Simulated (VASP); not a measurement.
Set up this calculation in VASP 6.6.1, as the native input.

* Task: single point
* Functional: PBE
* Potentials or basis: VASP PAW PBE potentials, release 64 (Ta_pv, N)
* Cutoff: 520 eV
* k mesh: 18 × 18 × 10
* Occupations: gaussian, width 0.15 eV
* Spin: no spin polarisation
* Dipole correction: no
* Further INCAR settings: ALGO = Normal; EDIFF = 1e-06; NBANDS = 20

The structure of Ta2N lies in POSCAR:

```
Ta2N
1.0
    3.2561970625      0.0000000000      0.0000000000
   -1.6280985312      2.8199493758      0.0000000000
    0.0000000000      0.0000000000      4.7598427878
Ta N
2 1
Direct
    0.6666666667      0.3333333333      0.7449050326
    0.3333333333      0.6666666667      0.2550949674
    0.0000000000      0.0000000000      0.0000000000
```

This cell differs from its parent crystal: strain +0.050 along x and y, -0.025 along z.

The input as run:

INCAR

```
PREC = Accurate
ENCUT = 520
EDIFF = 1E-6
ISMEAR = 0
SIGMA = 0.15
LREAL = False
LASPH = True
NELM = 80
ALGO = Normal
ISIF = 2
LWAVE = False
LCHARG = True
GGA = PE
LELF = True
LVHAR = True
NBANDS = 20
```

KPOINTS

```
Automatic mesh
0
Gamma
  18 18 10
```

Potentials or basis: VASP PAW PBE potentials, release 64 (Ta_pv, N).

Run with:

```sh
$ cat potpaw_PBE.64/Ta_pv/POTCAR potpaw_PBE.64/N/POTCAR > POTCAR
$ mpirun -np 1 vasp_std > vasp.out
```

It gave:

- Pressure: -16.3 GPa
- Largest force: 0.784 eV/Å
- Band gap on the k mesh: zero (an odd number of electrons rules out a gap without spin polarisation)

Caveat: the cell differs from its parent crystal (strain +0.050 along x and y, -0.025 along z); the cell stands under tension; spin-orbit coupling is left out, which moves the levels of the heavy elements.

Run time: 78 s on 1 thread of Intel(R) Xeon(R) 6975P-C (Granite Rapids), on a shared host, peak memory 0.36 GiB.
